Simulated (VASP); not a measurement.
HfC: single point with HF

HfC:

```
Hf C
1.0
     0.00000    2.37626    2.37626
     2.37626    0.00000    2.37626
     2.37626    2.37626    0.00000
Hf C
1 1
Direct
  0.50000 0.50000 0.50000
  0.00000 0.00000 0.00000
```

```yaml
Program: VASP 6.6.1
Task: single point
Functional: HF
Potentials_or_basis: VASP PAW PBE potentials, release 64 (Hf_pv, C)
Cutoff: 520 eV
k_mesh: 5 × 5 × 5
Occupations: fermi-dirac, width 0.05 eV
Spin: no spin polarisation
Dipole_correction: no
Grid_for_exact_exchange_PRECFOCK: Normal
Further_INCAR_settings: ALGO = Normal; EDIFF = 1e-06; NBANDS = 14
Share_of_exact_exchange: 1
```

| Quantity | Value |
| --- | --- |
| Pressure | -7.9 GPa |
| Band gap on the k mesh | zero (bands 7 and 8 overlap by 1.64 eV) |

Levels at points of the mesh, in eV from the Fermi level:
| k point | band 5 | band 6 | band 7 | band 8 | band 9 | band 10 |
| --- | --- | --- | --- | --- | --- | --- |
| (0.00, 0.00, 0.00) | 1.64 | 1.64 | 1.64 | 5.26 | 5.26 | 5.26 |

Wall time 9.3 min on 1 thread of Intel(R) Xeon(R) Platinum 8488C (Sapphire Rapids) (shared host), peak memory 0.17 GiB.

Caveat: the k points lie up to 0.46 Å⁻¹ apart, too coarse for converged energies and pressures of a metal; the PAW data sets were made with another functional, which shifts forces and pressure a little; spin-orbit coupling is left out, which moves the levels of the heavy elements.
